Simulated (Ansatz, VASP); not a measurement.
**One calculation of ZnSe, two programs**

POSCAR

```
ZnSe
1.0
    0.0000000000      2.7743047770      2.7743047770
    2.7743047770      0.0000000000      2.7743047770
    2.7743047770      2.7743047770      0.0000000000
Zn Se
1 1
Direct
    0.0000000000      0.0000000000      0.0000000000
    0.2500000000      0.2500000000      0.2500000000
```

Contents of INCAR.step1:

```
SYSTEM = ZnSe
ALGO = Normal
EDIFF = 1E-4
ENCUT = 520
GGA = PE
ISMEAR = -1
LASPH = .True.
LCHARG = .False.
LREAL = .False.
LWAVE = .True.
NBANDS = 16
NELM = 100
PREC = Accurate
SIGMA = 0.05
```

The input INCAR.step2:

```
SYSTEM = ZnSe
ALGO = Normal
EDIFF = 1E-6
ENCUT = 520
ISIF = 2
ISMEAR = -1
ISTART = 1
LASPH = .True.
LCHARG = .False.
LMIXTAU = .True.
LREAL = .False.
LWAVE = .False.
METAGGA = R2SCAN
NBANDS = 16
NELM = 100
PREC = Accurate
SIGMA = 0.05
```

File KPOINTS:

```
k-points
0
Gamma
  11 11 11
  0 0 0
```

Input for Ansatz:

```yaml
crystal:
  lattice:
    - [0.0, 2.774304777, 2.774304777]
    - [2.774304777, 0.0, 2.774304777]
    - [2.774304777, 2.774304777, 0.0]
  atoms:
    - { symbol: Zn, position: [0.0, 0.0, 0.0] }
    - { symbol: Se, position: [0.25, 0.25, 0.25] }
kpoints:
  mp_grid: { grid: [11, 11, 11] }
scf:
  occupations: { method: fermi_dirac, width: 0.05 }
hamiltonian:
  xc: r2scan
  pseudopotentials: { kind: paw }
output:
  forces: true
  stress: true
  eigenvalues: true
  populations: true
```

Change from the starting cell: volume scaled by 0.94, PAW files.

Alike in both runs: task single point; functional r2SCAN; k mesh 11 × 11 × 11; occupations fermi-dirac, width 0.05 eV; no spin polarisation.

```csv
,VASP,Ansatz
version,VASP 6.6.1,Ansatz 0.2.0
potentials or method,"VASP PAW PBE potentials, release 64 (Zn, Se)","PAW with Ansatz's default frozen-core files, scalar-relativistic"
plane-wave cutoff (eV),520,500
valence electrons in the cell,18,28
```

VASP gave:

```
gap on the k mesh at the Fermi level (eV) : 2.15
pressure (GPa)                            : 4.8
```

**Question.** Estimate Ansatz's values.

**Answer.** gap on the k mesh at the Fermi level (eV): 2.14; pressure (GPa): 4.7.

VASP's potentials were made for PBE, not for r2SCAN. VASP's potentials hold 18 valence electrons a cell and Ansatz's 28, so a difference there can come from the potentials and not from the codes.
